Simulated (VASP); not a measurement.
# KNbO2 (Immm) in VASP: further runs

The runs below take KNbO2 through single point, with PBE.

Everything below comes from runs of VASP 6.6.1. Logs are shortened: lines on timing, memory, paths and dates and some standing lists are left out, and cuts for length are marked.

**1. The cell of the first run**

Symmetry: Immm, No. 71, orthorhombic system. Conventional cell: a = 4.288 Å, b = 4.595 Å, c = 7.119 Å, α = 90.00°, β = 90.00°, γ = 90.00°. Within 3.0 Å of K (site symmetry mmm) lie 4 O at 2.26 Å. Within 2.1 Å of Nb (site symmetry mmm) lie 2 O at 1.59 Å. O (site symmetry m2m) has 1 O at 1.41 Å and 1 Nb at 1.59 Å within 1.9 Å.

The cell was generated, and may not be a known phase.

**2. Single point, PBE, collinear spin**

The input, INCAR:

```
ALGO     = Normal         # electronic algorithm
EDIFF    = 1E-6           # SCF threshold, eV
ENCUT    = 520            # plane-wave cutoff, eV
GGA      = PE             # functional
ISIF     = 2              # what is computed and relaxed
ISMEAR   = 0              # smearing method
ISPIN    = 2              # spin polarisation
LASPH    = T              # aspherical terms in the spheres
LCHARG   = F              # write CHGCAR
LMAXMIX  = 4              # l up to which the mixer works
LORBIT   = 11             # projections on sites
LREAL    = F              # projectors in reciprocal space
LWAVE    = F              # write WAVECAR
MAGMOM   = 0.03 0.41 -0.03 -0.03 # initial moments
NBANDS   = 29             # bands
NELM     = 150            # most SCF steps
PREC     = Accurate       # precision mode
SIGMA    = 0.1            # smearing width, eV
```

The input, KPOINTS:

```
k-points
0
Gamma
  6 6 6
```

The input, POSCAR:

```
KNbO2
1.0
   -2.1442149400      2.2975117300      3.5595229300
    2.1442149400     -2.2975117300      3.5595229300
    2.1442149400      2.2975117300     -3.5595229300
K Nb O
1 1 2
Direct
    0.5000000000      0.5000000000      0.0000000000
    0.0000000000      0.0000000000      0.0000000000
    0.3462627900      0.0000000000      0.3462627900
    0.6537372100      0.0000000000      0.6537372100
```

Potentials or basis: VASP PAW PBE potentials, release 64 (K_sv, Nb_sv, O).

Command:

```sh
$ cat potpaw_PBE.64/K_sv/POTCAR potpaw_PBE.64/Nb_sv/POTCAR potpaw_PBE.64/O/POTCAR > POTCAR
$ mpirun -np 1 vasp_std > vasp.out
```

OUTCAR:

```text
EDIFF = 1E-6
   ENCUT = 520
   GGA = PE
   ISIF = 2
   ISMEAR = 0
   ISPIN = 2
   LASPH = T
   LORBIT = 11
   LREAL = F
   NELM = 150
   PREC = Accurate

 ion  position               nearest neighbor table
   1  0.500  0.500  0.000-   4 2.26   3 2.26   4 2.26   3 2.26   2 3.14   2 3.14   2 3.14   2 3.14

   2  0.000  0.000  0.000-   3 1.59   4 1.59   1 3.14   1 3.14   1 3.14   1 3.14
   3  0.346  0.000  0.346-   4 1.41   2 1.59   1 2.26   1 2.26
   4  0.654  0.000  0.654-   3 1.41   2 1.59   1 2.26   1 2.26

  LATTYP: Found a body centered orthorhombic cell.
 ALAT       =     4.2884298800
 B/A-ratio  =     1.0714932011
 C/A-ratio  =     1.6600588232

  Lattice vectors:

 A1 = (  -2.1442149400,   2.2975117300,   3.5595229300)
 A2 = (   2.1442149400,  -2.2975117300,   3.5595229300)
 A3 = (   2.1442149400,   2.2975117300,  -3.5595229300)

Analysis of symmetry for initial positions (statically):
=====================================================================
 Subroutine PRICEL returns:
 Original cell was already a primitive cell.

 Routine SETGRP: Setting up the symmetry group for a
 body centered orthorhombic supercell.

 Subroutine GETGRP returns: Found  8 space group operations
 (whereof  8 operations were pure point group operations)
 out of a pool of  8 trial point group operations.

The static configuration has the point symmetry D_2h.

Analysis of symmetry for dynamics (positions and initial velocities):
=====================================================================
 Subroutine PRICEL returns:
 Original cell was already a primitive cell.

 Routine SETGRP: Setting up the symmetry group for a
 body centered orthorhombic supercell.

 Subroutine GETGRP returns: Found  8 space group operations
 (whereof  8 operations were pure point group operations)
 out of a pool of  8 trial point group operations.

The dynamic configuration has the point symmetry D_2h.

Analysis of structural, dynamic, and magnetic symmetry:
=====================================================================
 Subroutine PRICEL returns:
 Original cell was already a primitive cell.

 Routine SETGRP: Setting up the symmetry group for a
 body centered orthorhombic supercell.

 Subroutine GETGRP returns: Found  8 space group operations
 (whereof  8 operations were pure point group operations)
[... 130 lines left out ...]
   LORBIT       =     11    0 simple, 1 ext, 2 COOP (PROOUT), +10 PAW based schemes
   GGA     = PE    functional components
   LHFCALC =     F    Hartree Fock is set to
   AEXX    =    0.0000 exact exchange contribution
   IVDW    =     0    specifies the selected vdW correction
   LEPSILON=     F    determine dielectric tensor
   LRPA    =     F    only Hartree local field effects (RPA)
 spin polarized calculation
 Gauss-broadening in eV      SIGMA  =   0.10
  energy-cutoff  :      520.00
  volume of cell :       70.14
 maximum number of plane-waves:      1914
   NGX = 17   NGY = 17   NGZ = 17

 number of electron      34.0000002 magnetization       1.9026492

 Free energy of the ion-electron system (eV)
  ---------------------------------------------------
  ext. energy  EPLUGINS =         0.00000000
  ---------------------------------------------------
  free energy    TOTEN  =       -15.87344827 eV

  energy without entropy =      -15.86608085  energy(sigma->0) =      -15.86976456

 E-fermi :   5.1193     XC(G=0):  -9.4717

 val. band max:        5.1002864837   @ k =   0.1667   0.3333   0.1667
 cond. band min:       5.1216328386   @ k =   0.0000   0.5000   0.0000
 fundamental gap:      0.0213463549
 Fermi energy:         5.1193043399

 spin component 1

 k-point     1 :       0.0000    0.0000    0.0000
  band No.  band energies     occupation
      1     -50.9180      1.00000
      2     -29.9866      1.00000
      3     -26.7944      1.00000
      4     -26.7634      1.00000
      5     -25.8304      1.00000
      6     -20.8534      1.00000
[... 757 lines left out ...]
     28      13.8095      0.00000
     29      14.7437      0.00000

 [... further k-points ...]

 spin component 2

 k-point     1 :       0.0000    0.0000    0.0000
  band No.  band energies     occupation
      1     -50.1680      1.00000
      2     -29.7270      1.00000
      3     -25.8006      1.00000
      4     -25.6567      1.00000
      5     -25.5741      1.00000
      6     -20.8824      1.00000
[... 757 lines left out ...]
     28      14.2682      0.00000
     29      15.0216      0.00000

 [... further k-points ...]

------------------------ aborting loop because EDIFF is reached ----------------------------------------

  FORCE on cell =-STRESS in cart. coord.  units (eV):
  Direction    XX          YY          ZZ          XY          YZ          ZX
  --------------------------------------------------------------------------------------
  -------------------------------------------------------------------------------------
  Total       17.0475059     66.0795557      1.8031361      0.0000000      0.0000000      0.0000000
  in kB      389.3978866   1509.3843947     41.1871042      0.0000000      0.0000000      0.0000000
  external PRESSURE =     646.6564619 kB  Pullay stress =       0.0000000 kB

 VOLUME and BASIS-vectors are now :
 -----------------------------------------------------------------------------
  energy-cutoff  :      520.00
  volume of cell :       70.14
      direct lattice vectors                 reciprocal lattice vectors
    -2.144214940  2.297511730  3.559522930     0.000000000  0.217626745  0.140468262
     2.144214940 -2.297511730  3.559522930     0.233185578  0.000000000  0.140468262
     2.144214940  2.297511730 -3.559522930     0.233185578  0.217626745  0.000000000

 POSITION                                       TOTAL-FORCE (eV/Angst)
 -----------------------------------------------------------------------------------
      0.00000      0.00000      3.55952         0.000000      0.000000      0.000000
      0.00000      0.00000      0.00000        -0.000000     -0.000000     -0.000000
      0.00000      1.59109      0.00000         0.000000      9.045217     -0.000000
      0.00000      3.00394      0.00000        -0.000000     -9.045217     -0.000000
 -----------------------------------------------------------------------------------
    total drift:                               -0.000000     -0.000000      0.000000

  FREE ENERGIE OF THE ION-ELECTRON SYSTEM (eV)
  ---------------------------------------------------
  free  energy   TOTEN  =       -15.8734482733 eV

  energy  without entropy=      -15.8660808537  energy(sigma->0) =      -15.86976456

 total charge

# of ion       s       p       d       tot
------------------------------------------
    1        1.987   5.643   0.115   7.744
    2        2.238   6.135   3.225  11.598
    3        1.645   3.568   0.000   5.212
    4        1.645   3.568   0.000   5.212
--------------------------------------------------
tot          7.514  18.913   3.339  29.766

 magnetization (x)

# of ion       s       p       d       tot
------------------------------------------
    1        0.002   0.012   0.018   0.031
    2        0.035   0.007   1.175   1.217
    3       -0.002  -0.031   0.000  -0.033
    4       -0.002  -0.031   0.000  -0.033
--------------------------------------------------
tot          0.033  -0.043   1.193   1.183
```

stdout:

```text
POSCAR found type information on POSCAR K NbO
 POSCAR found :  3 types and       4 ions
 scaLAPACK will be used
 LDA part: xc-table for (Slater+PW92), standard interpolation
 POSCAR, INCAR and KPOINTS ok, starting setup
 FFT: planning ... GRIDC
 FFT: planning ... GRID_SOFT
 FFT: planning ... GRID
 WAVECAR not read
 entering main loop
```

Run time: 3.5 min. Hardware: 1 thread of Intel Xeon Platinum 8488C (Sapphire Rapids), shared host; peak memory 0.33 GiB.

Results:

```
Free energy                                           : -15.8734 eV
Pressure                                              : 64.7 GPa
Largest force                                         : 9.045 eV/Å
Net moment                                            : 1.90 μB per cell
Site moments                                          : K +0.03; Nb +1.22; O -0.03 μB
Valence electrons inside the program's atomic spheres : K 7.74; Nb 11.60; O 5.21
```

Forces on the atoms (eV/Å):
```
K    0.000  0.000  0.000
Nb   0.000  0.000  0.000
O    0.000  9.045  0.000
O    0.000 -9.045  0.000
```

Caveat: the stress differs along the axes, from 4 to 151 GPa; forces of over 1 eV/Å act on the atoms, so gaps and moduli don't describe the material at rest.

**3. Single point, PBE, collinear spin**

This run uses another cell than the first one, of 29.31 Å³/atom.

The input, INCAR:

```
ALGO     = Normal         # electronic algorithm
EDIFF    = 1E-6           # SCF threshold, eV
ENCUT    = 520            # plane-wave cutoff, eV
GGA      = PE             # functional
ISIF     = 2              # what is computed and relaxed
ISMEAR   = 0              # smearing method
ISPIN    = 2              # spin polarisation
LASPH    = True           # aspherical terms in the spheres
LCHARG   = True           # write CHGCAR
LELF     = True           # ELF
LMAXMIX  = 4              # l up to which the mixer works
LORBIT   = 11             # projections on sites
LREAL    = False          # projectors in reciprocal space
LVHAR    = True         
LWAVE    = False          # write WAVECAR
MAGMOM   = 0 0.33 -0.04 -0.04 # initial moments
NBANDS   = 29             # bands
NELM     = 150            # most SCF steps
PREC     = Accurate       # precision mode
SIGMA    = 0.1            # smearing width, eV
```

KPOINTS is that of step 2.

The input, POSCAR:

```
KNbO2
1.0
   -1.6509647298      3.8491808900      4.6120546661
    1.6509647298     -3.8491808900      4.6120546661
    1.6509647298      3.8491808900     -4.6120546661
K Nb O
1 1 2
Direct
    0.5000000000      0.5000000000      0.0000000000
    0.0000000000      0.0000000000      0.0000000000
    0.2395233903      0.0000000000      0.2395233903
    0.7604766097      0.0000000000      0.7604766097
```

Potentials or basis: VASP PAW PBE potentials, release 64 (K_sv, Nb_sv, O).

Command:

```sh
$ cat potpaw_PBE.64/K_sv/POTCAR potpaw_PBE.64/Nb_sv/POTCAR potpaw_PBE.64/O/POTCAR > POTCAR
$ mpirun -np 1 vasp_std > vasp.out
```

Wall time 9 min (1 thread of Intel Xeon Platinum 8488C (Sapphire Rapids), shared host); peak memory 0.56 GiB.

The run converged. Its results:

```
Free energy                                           : -25.4985 eV
Pressure                                              : 0.1 GPa
Largest force                                         : 0.010 eV/Å
Net moment                                            : 1.00 μB per cell
Site moments                                          : K +0.00; Nb +0.65; O -0.03 μB
Valence electrons inside the program's atomic spheres : K 7.59; Nb 10.57; O 4.98
```

Forces on the atoms (eV/Å):
```
K    0.000  0.000  0.000
Nb   0.000  0.000  0.000
O    0.000 -0.010  0.000
O    0.000  0.010  0.000
```

Stress tensor (GPa, compression positive):
```
-0.02  0.00  0.00
 0.00  0.18  0.00
 0.00  0.00  0.28
```

Levels at points of the mesh, in eV from the Fermi level:
Spin up:
```tsv
k point	band 14	band 15	band 16	band 17	band 18	band 19	band 20	band 21	band 22	band 23
(0.00, 0.00, 0.00)	-1.78	-1.70	-0.99	-0.81	-0.48	1.09	3.21	3.28	3.94	4.29
(0.50, 0.00, 0.00)	-2.02	-1.65	-1.31	-1.14	-0.32	1.09	2.52	3.26	4.07	5.87
(0.00, 0.50, 0.00)	-2.46	-1.67	-1.15	-0.81	0.37	3.26	3.46	3.78	4.76	5.52
(0.50, 0.50, 0.00)	-2.14	-1.61	-0.81	-0.78	0.35	3.04	3.30	3.85	4.68	5.98
(0.50, 0.50, 0.50)	-2.14	-1.66	-1.00	-0.80	-0.26	1.09	2.83	3.19	3.94	4.80
```
Spin down:
| k point | band 14 | band 15 | band 16 | band 17 | band 18 | band 19 | band 20 | band 21 |
| --- | --- | --- | --- | --- | --- | --- | --- | --- |
| (0.00, 0.00, 0.00) | -1.82 | -1.29 | -1.05 | -0.83 | 0.46 | 2.20 | 3.63 | 4.02 |
| (0.50, 0.00, 0.00) | -2.03 | -1.33 | -1.24 | -1.20 | 0.73 | 2.21 | 2.97 | 3.61 |
| (0.00, 0.50, 0.00) | -2.49 | -1.72 | -1.17 | 0.25 | 1.49 | 3.49 | 3.81 | 4.27 |
| (0.50, 0.50, 0.00) | -2.16 | -1.65 | -0.80 | 0.25 | 1.46 | 3.28 | 3.64 | 4.36 |
| (0.50, 0.50, 0.50) | -2.14 | -1.24 | -1.06 | -0.82 | 0.85 | 2.21 | 3.36 | 3.52 |
